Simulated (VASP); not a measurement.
# CaNb3 (Pm-3m) in VASP: relaxation of cell and atoms with PBE

Aim: the relaxation of cell and atoms of CaNb3 with PBE.

All numbers are computed with VASP 6.6.1; they aren't measurements. Logs are shortened: lines on timing, memory, paths and dates and some standing lists are left out, and cuts for length are marked.

### 1 The cell of the first run

The structure is cubic, space group Pm-3m (No. 221). The conventional cell has a = 4.346 Å, b = 4.346 Å, c = 4.346 Å, α = 90.00°, β = 90.00°, γ = 90.00°. Within 4.0 Å of Ca (site symmetry m-3m) lie 12 Nb at 3.07 Å. Nb (site symmetry 4/mmm) has 4 Ca at 3.07 Å and 8 Nb at 3.07 Å within 4.0 Å.

### 2 Relaxation of cell and atoms, PBE

Contents of INCAR:

```
  PREC = Accurate
  ENCUT = 600
  EDIFF = 1E-7
  ISMEAR = 0
  SIGMA = 0.1
  LREAL = F
  LASPH = T
  NELM = 100
  ALGO = Fast
  ISIF = 3
  LWAVE = F
  LCHARG = F
  GGA = PE
  IBRION = 2
  NSW = 100
  EDIFFG = -0.01
```

Contents of KPOINTS:

```
regular mesh
0
Gamma
  10 10 10
```

Contents of POSCAR:

```
CaNb3
1.0
    4.3461754040      0.0000000000      0.0000000000
    0.0000000000      4.3461754040      0.0000000000
    0.0000000000      0.0000000000      4.3461754040
Ca Nb
1 3
Direct
    0.0000000000      0.0000000000      0.0000000000
    0.0000000000      0.5000000000      0.5000000000
    0.5000000000      0.0000000000      0.5000000000
    0.5000000000      0.5000000000      0.0000000000
```

Potentials or basis: VASP PAW PBE potentials, release 64 (Ca_sv, Nb_sv).

The run is started by

```console
$ cat potpaw_PBE.64/Ca_sv/POTCAR potpaw_PBE.64/Nb_sv/POTCAR > POTCAR
$ mpirun -np 1 vasp_std > vasp.out
```

OUTCAR:

```text
PREC = Accurate
   ENCUT = 600
   EDIFF = 1E-7
   ISMEAR = 0
   LREAL = F
   LASPH = T
   NELM = 100
   ISIF = 3
   GGA = PE
   IBRION = 2
   NSW = 100
   EDIFFG = -0.01

 ion  position               nearest neighbor table
   1  0.000  0.000  0.000-   2 3.07   3 3.07   4 3.07   2 3.07   3 3.07   2 3.07   4 3.07   2 3.07
                             3 3.07   4 3.07   3 3.07   4 3.07
   2  0.000  0.500  0.500-   1 3.07   1 3.07   1 3.07   1 3.07
   3  0.500  0.000  0.500-   1 3.07   1 3.07   1 3.07   1 3.07
   4  0.500  0.500  0.000-   1 3.07   1 3.07   1 3.07   1 3.07

  LATTYP: Found a simple cubic cell.
 ALAT       =     4.3461754040

  Lattice vectors:

 A1 = (   4.3461754040,   0.0000000000,   0.0000000000)
 A2 = (   0.0000000000,   4.3461754040,   0.0000000000)
 A3 = (   0.0000000000,   0.0000000000,   4.3461754040)

Analysis of symmetry for initial positions (statically):
=====================================================================
 Subroutine PRICEL returns:
 Original cell was already a primitive cell.

 Routine SETGRP: Setting up the symmetry group for a
 simple cubic supercell.

 Subroutine GETGRP returns: Found 48 space group operations
 (whereof 48 operations were pure point group operations)
 out of a pool of 48 trial point group operations.

The static configuration has the point symmetry O_h .

Analysis of symmetry for dynamics (positions and initial velocities):
=====================================================================
 Subroutine PRICEL returns:
 Original cell was already a primitive cell.

 Routine SETGRP: Setting up the symmetry group for a
 simple cubic supercell.

 Subroutine GETGRP returns: Found 48 space group operations
 (whereof 48 operations were pure point group operations)
 out of a pool of 48 trial point group operations.

The dynamic configuration has the point symmetry O_h .

 Subroutine INISYM returns: Found 48 space group operations
 (whereof 48 operations are pure point group operations),
 and found     1 'primitive' translations

----------------------------------------------------------------------------------------

                                     Primitive cell

  volume of cell :      82.0960

  direct lattice vectors                    reciprocal lattice vectors
     4.346175404  0.000000000  0.000000000     0.230087354  0.000000000  0.000000000
     0.000000000  4.346175404  0.000000000     0.000000000  0.230087354  0.000000000
     0.000000000  0.000000000  4.346175404     0.000000000  0.000000000  0.230087354

  length of vectors
     4.346175404  4.346175404  4.346175404     0.230087354  0.230087354  0.230087354

  position of ions in fractional coordinates (direct lattice)
     0.000000000  0.000000000  0.000000000
     0.000000000  0.500000000  0.500000000
     0.500000000  0.000000000  0.500000000
     0.500000000  0.500000000  0.000000000

  ion indices of the primitive-cell ions
   primitive index   ion index
                 1           1
                 2           2
                 3           3
                 4           4

----------------------------------------------------------------------------------------

 KPOINTS: regular mesh

Automatic generation of k-mesh.
 Grid dimensions read from file:
 generate k-points for:   10   10   10

 Generating k-lattice:

  Cartesian coordinates                     Fractional coordinates (reciprocal lattice)
     0.023008735  0.000000000  0.000000000     0.100000000  0.000000000  0.000000000
     0.000000000  0.023008735  0.000000000     0.000000000  0.100000000  0.000000000
     0.000000000  0.000000000  0.023008735     0.000000000  0.000000000  0.100000000

  Length of vectors
     0.023008735  0.023008735  0.023008735

  Shift w.r.t. Gamma in fractional coordinates (k-lattice)
     0.000000000  0.000000000  0.000000000

 Subroutine IBZKPT returns following result:
 ===========================================

 Found     56 irreducible k-points:

 Following reciprocal coordinates:
            Coordinates               Weight
  0.000000  0.000000  0.000000      1.000000
  0.100000  0.000000  0.000000      6.000000
  0.200000  0.000000  0.000000      6.000000
  0.300000  0.000000  0.000000      6.000000
  0.400000  0.000000  0.000000      6.000000
  0.500000  0.000000  0.000000      3.000000
[... 16 lines left out ...]
  0.200000  0.100000  0.100000     24.000000
  0.300000  0.100000  0.100000     24.000000
 [... further k-points ...]
   k-points           NKPTS =     56   k-points in BZ     NKDIM =     56   number of bands    NBANDS=     29
   number of dos      NEDOS =    301   number of ions     NIONS =      4
   total plane-waves  NPLWV =  46656
   dimension x,y,z NGX =    36 NGY =   36 NGZ =   36
   dimension x,y,z NGXF=    72 NGYF=   72 NGZF=   72
   ions per type =               1   3
   NGX,Y,Z   is equivalent  to a cutoff of  13.77, 13.77, 13.77 a.u.
   NGXF,Y,Z  is equivalent  to a cutoff of  27.54, 27.54, 27.54 a.u.
 SYSTEM =  unknown system
   PREC   = accura    normal or accurate (medium, high low for compatibility)
   ISTART =      0    job   : 0-new  1-cont  2-samecut
   ICHARG =      2    charge: 1-file 2-atom 10-const
   ISPIN  =      1    spin polarized calculation?
   LNONCOLLINEAR =      F non collinear calculations
   LSORBIT =      F    spin-orbit coupling
   LASPH  =      T    aspherical Exc in radial PAW
   ENCUT  =  600.0 eV  44.10 Ry    6.64 a.u.   8.68  8.68  8.68*2*pi/ulx,y,z
   NELM   =    100;   NELMIN=  2; NELMDL= -5     # of ELM steps
   EDIFF  = 0.1E-06   stopping-criterion for ELM
   LREAL  =      F    real-space projection
   EDIFFG = -.1E-01   stopping-criterion for IOM
   NSW    =    100    number of steps for IOM
   IBRION =      2    ionic relax: 0-MD 1-quasi-New 2-CG
   NFREE  =      1    steps in history (QN), initial steepest desc. (CG)
   ISIF   =      3    stress and relaxation
   ISYM   =      2    0-nonsym 1-usesym 2-fastsym
   POTIM  = 0.5000    time-step for ionic-motion
   TEBEG  =    0.0;   TEEND  =   0.0 temperature during run
   PSTRESS=    0.0 pullay stress
   NELECT =      49.0000    total number of electrons
   NUPDOWN=      -1.0000    fix difference up-down
   EMIN   =  10.00;   EMAX   =-10.00  energy-range for DOS
   EFERMI =   0.00;   METHOD = LEGACY
   ISMEAR =     0;   SIGMA  =   0.10  broadening in eV -4-tet -1-fermi 0-gaus
   EFERMI_NEDOS =   21; number of points for ismear=-14 and -15
   IALGO  =     68    algorithm
   IMIX   =      4    mixing-type and parameters
     AMIX     =   0.40;   BMIX     =  1.00
     AMIX_MAG =   1.60;   BMIX_MAG =  1.00
  volume/ion in A,a.u.               =      20.52       138.50
  Fermi-wavevector in a.u.,A,eV,Ry     =   1.378371  2.604744 25.849816  1.899908
  Thomas-Fermi vector in A             =   2.503439
   LORBIT       =      0    0 simple, 1 ext, 2 COOP (PROOUT), +10 PAW based schemes
   GGA     = PE    functional components
   LHFCALC =     F    Hartree Fock is set to
   AEXX    =    0.0000 exact exchange contribution
   IVDW    =     0    specifies the selected vdW correction
   LEPSILON=     F    determine dielectric tensor
   LRPA    =     F    only Hartree local field effects (RPA)
 conjugate gradient relaxation of ions
 non-spin polarized calculation
 RMM-DIIS sequential band-by-band and
 Gauss-broadening in eV      SIGMA  =   0.10
  energy-cutoff  :      600.00
  volume of cell :       82.10
 maximum number of plane-waves:      2800
 NGX is ok and might be reduce to    36
   NGX = 17   NGY = 17   NGZ = 17

--------------------------------------- Ionic step        1  -------------------------------------------

 number of electron      48.9999998 magnetization

 Free energy of the ion-electron system (eV)
  ---------------------------------------------------
  ext. energy  EPLUGINS =         0.00000000
  ---------------------------------------------------
  free energy    TOTEN  =       -29.56659795 eV

  energy without entropy =      -29.53690026  energy(sigma->0) =      -29.55174911

------------------------ aborting loop because EDIFF is reached ----------------------------------------

  FORCE on cell =-STRESS in cart. coord.  units (eV):
  Direction    XX          YY          ZZ          XY          YZ          ZX
  --------------------------------------------------------------------------------------
  -------------------------------------------------------------------------------------
  Total        0.1864792      0.1864792      0.1864792      0.0000000     -0.0000000      0.0000000
  in kB        3.6393123      3.6393123      3.6393123      0.0000000     -0.0000000      0.0000000
  external PRESSURE =       3.6393123 kB  Pullay stress =       0.0000000 kB
[... 61 lines left out ...]
  energy  without entropy=      -29.5364296321  energy(sigma->0) =      -29.55151210

--------------------------------------- Ionic step        3  -------------------------------------------

 number of electron      48.9999998 magnetization

 Free energy of the ion-electron system (eV)
  ---------------------------------------------------
  ext. energy  EPLUGINS =         0.00000000
  ---------------------------------------------------
  free energy    TOTEN  =       -29.56689761 eV

  energy without entropy =      -29.53696978  energy(sigma->0) =      -29.55193369

 E-fermi :   8.5337     XC(G=0): -11.4439

 val. band max:        8.5296857043   @ k =   0.4000   0.1000   0.0000
 cond. band min:       8.5400575563   @ k =   0.3000   0.1000   0.1000
 fundamental gap:      0.0103718520
 Fermi energy:         8.5336759107

 k-point     1 :       0.0000    0.0000    0.0000
  band No.  band energies     occupation
      1     -46.2431      2.00000
      2     -46.1109      2.00000
      3     -46.1109      2.00000
      4     -30.9210      2.00000
      5     -22.5314      2.00000
      6     -22.5314      2.00000
[... 757 lines left out ...]
     28      10.0446      0.00000
     29      10.2016      0.00000

 [... further k-points ...]

------------------------ aborting loop because EDIFF is reached ----------------------------------------

  FORCE on cell =-STRESS in cart. coord.  units (eV):
  Direction    XX          YY          ZZ          XY          YZ          ZX
  --------------------------------------------------------------------------------------
  -------------------------------------------------------------------------------------
  Total        0.0149798      0.0149798      0.0149798     -0.0000000     -0.0000000     -0.0000000
  in kB        0.2913759      0.2913759      0.2913759     -0.0000000     -0.0000000     -0.0000000
  external PRESSURE =       0.2913759 kB  Pullay stress =       0.0000000 kB
[... 19 lines left out ...]
  FREE ENERGIE OF THE ION-ELECTRON SYSTEM (eV)
  ---------------------------------------------------
  free  energy   TOTEN  =       -29.5668976073 eV

  energy  without entropy=      -29.5369697814  energy(sigma->0) =      -29.55193369

 reached required accuracy - stopping structural energy minimisation
```

Wall time 40 min (1 thread of Intel Xeon 8259CL, shared host); peak memory 0.32 GiB.

What came out:

| Quantity | Value |
| --- | --- |
| Free energy | -29.5669 eV |
| Relaxed volume | 20.59 Å³/atom |
| Relaxed cell | a = 4.351 Å, b = 4.351 Å, c = 4.351 Å, α = 90.00°, β = 90.00°, γ = 90.00° |
| Space group after relaxing (to 0.1 Å) | Pm-3m (No. 221) |
| Energy gained by relaxing | 0.1 meV/atom |
| Ionic steps | 3 |
| Pressure after relaxing | 0.0 GPa |
| Band gap on the k mesh | zero (an odd number of electrons rules out a gap without spin polarisation) |

The path:
```
step  energy change (eV)  largest force (eV/Å)  pressure (GPa)  volume (Å³)
   1              0.0000                0.0000            0.36        82.10
   2              0.0000                0.0000           -0.34        82.65
   3             -0.0003                0.0000            0.03        82.37
```

Final structure:
```
Ca Nb
1.0
     4.35098    0.00000    0.00000
     0.00000    4.35098    0.00000
     0.00000    0.00000    4.35098
Ca Nb
1 3
Direct
  0.00000 0.00000 0.00000
  0.00000 0.50000 0.50000
  0.50000 0.00000 0.50000
  0.50000 0.50000 0.00000
```
